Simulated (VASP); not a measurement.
Here is a VASP 6.6.1 calculation.

The input INCAR:

```
SYSTEM = AlGeSbH2
PREC = Accurate
ENCUT = 500
EDIFF = 1E-6
ISMEAR = 0
SIGMA = 0.15
LREAL = .False.
LASPH = .True.
NELM = 120
ALGO = Normal
ISIF = 2
LWAVE = .False.
LCHARG = .False.
GGA = PE
NBANDS = 20
GGA_COMPAT = .False.
```

KPOINTS

```
regular mesh
0
Gamma
  3 3 2
  0 0 0
```

The input POSCAR:

```
AlGeSbH2
1.0
    3.8434419870      0.0000000000      0.0000000000
    0.0000000000      3.8434419870      0.0000000000
    0.0000000000      0.0000000000      6.1675772912
Al Ge Sb H
1 1 1 2
Direct
    0.0000000000      0.0000000000      0.5000000000
    0.5000000000      0.5000000000      0.0000000000
    0.0000000000      0.0000000000      0.0000000000
    0.5000000000      0.0000000000      0.5000000000
    0.0000000000      0.5000000000      0.5000000000
```

Potentials or basis: VASP PAW PBE potentials, release 64 (Al, Ge_d, Sb, H).

Run with:

```sh
$ cat potpaw_PBE.64/Al/POTCAR potpaw_PBE.64/Ge_d/POTCAR potpaw_PBE.64/Sb/POTCAR potpaw_PBE.64/H/POTCAR > POTCAR
$ mpirun -np 1 vasp_std > vasp.out
```

(1) Predict the band gap on the k mesh.

(2) What does it give for the pressure?

Answers

(1) zero (bands 12 and 13 overlap by 0.64 eV).

(2) -0.1 GPa.

Caveat: the k points lie up to 0.54 Å⁻¹ apart, too coarse for converged energies and pressures of a metal; spin-orbit coupling is left out, which moves the levels of the heavy elements.
